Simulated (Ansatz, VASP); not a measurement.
# Cu in VASP and in Ansatz

```xyz
1
Lattice="-1.4428 1.4428 1.3761 1.4428 -1.4428 1.3761 1.4428 1.4428 -1.3761" Properties=species:S:1:pos:R:3 pbc="T T T"
Cu    0.0000    0.0000    0.0000
```

Alike in both runs: task single point; functional PBE; k mesh 6 × 6 × 6; occupations gaussian, width 0.1 eV; no spin polarisation.

|  | VASP | Ansatz |
| --- | --- | --- |
| version | VASP 6.6.1 | Ansatz 0.2.0 |
| potentials or method | VASP PAW PBE potentials, release 64 (Cu), cutoff 520 eV | scalar-relativistic, plane waves, PAW |
| valence electrons in the cell | 11 | 19 |

|  | VASP | Ansatz | Ansatz less VASP |
| --- | --- | --- | --- |
| gap on the k mesh at the Fermi level (eV) | none | none | - |
| pressure (GPa) | 8.3 | 7.8 | -0.52 |
| traceless stress, the component that is largest in VASP (GPa) | -0.72 | -0.65 | +0.070 |

A gap of «none» marks a metal or a gap that the smearing closes. With one functional, cell and mesh, what is left measures potentials, basis and numerics. VASP's potentials hold 11 valence electrons a cell and Ansatz's 19, so a difference there can come from the potentials and not from the codes.

The k mesh is coarse, so the values compare programs but aren't converged.
